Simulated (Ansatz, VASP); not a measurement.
**Ta in VASP and in Ansatz**

Contents of INCAR:

```
SYSTEM = Ta
ALGO     = Normal         ! electronic algorithm
EDIFF    = 1E-6           ! SCF threshold, eV
ENCUT    = 520            ! plane-wave cutoff, eV
GGA      = PS             ! functional
ISIF     = 2              ! what is computed and relaxed
ISMEAR   = 0              ! smearing method
LASPH    = .True.         ! aspherical terms in the spheres
LCHARG   = .False.        ! write CHGCAR
LREAL    = .False.        ! projectors in reciprocal space
LWAVE    = .False.        ! write WAVECAR
NBANDS   = 12             ! bands
NELM     = 60             ! most SCF steps
PREC     = Accurate       ! precision mode
SIGMA    = 0.15           ! smearing width, eV
```

KPOINTS

```
k-points
0
Gamma
  20 20 20
  0 0 0
```

POSCAR

```
Ta
1.0
   -1.6512800000      1.6512800000      1.7338440000
    1.6512800000     -1.6512800000      1.7338440000
    1.6512800000      1.6512800000     -1.7338440000
Ta
1
Direct
    0.0000000000      0.0000000000      0.0000000000
```

Input for Ansatz:

```yaml
crystal:
  lattice:
    - [-1.65128, 1.65128, 1.733844]
    - [1.65128, -1.65128, 1.733844]
    - [1.65128, 1.65128, -1.733844]
  atoms:
    - { symbol: Ta, position: [0.0, 0.0, 0.0] }
basis:
  ecutwfc: 420
kpoints:
  mp_grid: { grid: [20, 20, 20] }
hamiltonian:
  xc: pbesol
scf:
  occupations: { method: gaussian, width: 0.15 }
output:
  forces: true
  stress: true
  eigenvalues: true
```

Change from the starting cell: strain +0.000 along x and y, +0.050 along z, atoms carried along.

Alike in both runs: task single point; functional PBEsol; k mesh 20 × 20 × 20; occupations gaussian, width 0.15 eV; no spin polarisation.

```csv
,VASP,Ansatz
version,VASP 6.6.1,Ansatz 0.2.0
potentials or method,"VASP PAW PBE potentials, release 64 (Ta_pv), cutoff 520 eV","scalar-relativistic, plane waves, PAW"
valence electrons in the cell,11,13
```

VASP gave:

* gap on the k mesh at the Fermi level (eV): none
* pressure (GPa): -12.1
* traceless stress, the component that is largest in VASP (GPa): -3.09

What did Ansatz give for the same quantities?

gap on the k mesh at the Fermi level (eV): none; pressure (GPa): -12.2; traceless stress, the component that is largest in VASP (GPa): -3.10.

VASP's potentials were made for PBE, not for PBEsol. A gap of «none» marks a metal or a gap that the smearing closes. VASP's potentials hold 11 valence electrons a cell and Ansatz's 13, so a difference there can come from the potentials and not from the codes.

Neither program's run includes spin-orbit coupling.
